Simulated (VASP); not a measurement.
V:

```xyz
1
Lattice="-1.5144 1.5144 1.5144 1.5144 -1.5144 1.5144 1.5144 1.5144 -1.5144" Properties=species:S:1:pos:R:3 pbc="T T T"
V     0.0000    0.0000    0.0000
```

```yaml
Program: VASP 6.6.1
Task: relaxation of cell and atoms
Functional: PBE
Dispersion: D4
Potentials_or_basis: VASP PAW PBE potentials, release 64 (V_sv)
Cutoff: 600 eV
k_mesh: 12 × 12 × 12
Occupations: fermi-dirac, width 0.05 eV
Spin: collinear spin, ferromagnetic start
Starting_moments: "[2.0] μB"
```

At the start: pressure -8.8 GPa; volume 13.89 Å³/atom.

**Question.** How do energy, volume and symmetry change on relaxing?

**Answer.** Over 5 steps the energy falls by 20.1 meV/atom and the volume is 13.20 Å³/atom (-5.0 %); space group Im-3m (No. 229, to 0.1 Å) before and after; moment 0.00 μB per cell.

Step by step:
```
step  energy change (eV)  largest force (eV/Å)  pressure (GPa)  volume (Å³)
   1              0.0000                0.0000           -8.79        13.89
   2              0.0088                0.0000           12.60        12.41
   3             -0.0201                0.0000           -0.10        13.20
   4             -0.0201                0.0000            0.11        13.18
   5             -0.0201                0.0000           -0.06        13.20
```

Final structure:
```
CELL_PARAMETERS angstrom
-1.48869 1.48869 1.48869
1.48869 -1.48869 1.48869
1.48869 1.48869 -1.48869
ATOMIC_POSITIONS crystal
V 0.00000 0.00000 0.00000
```
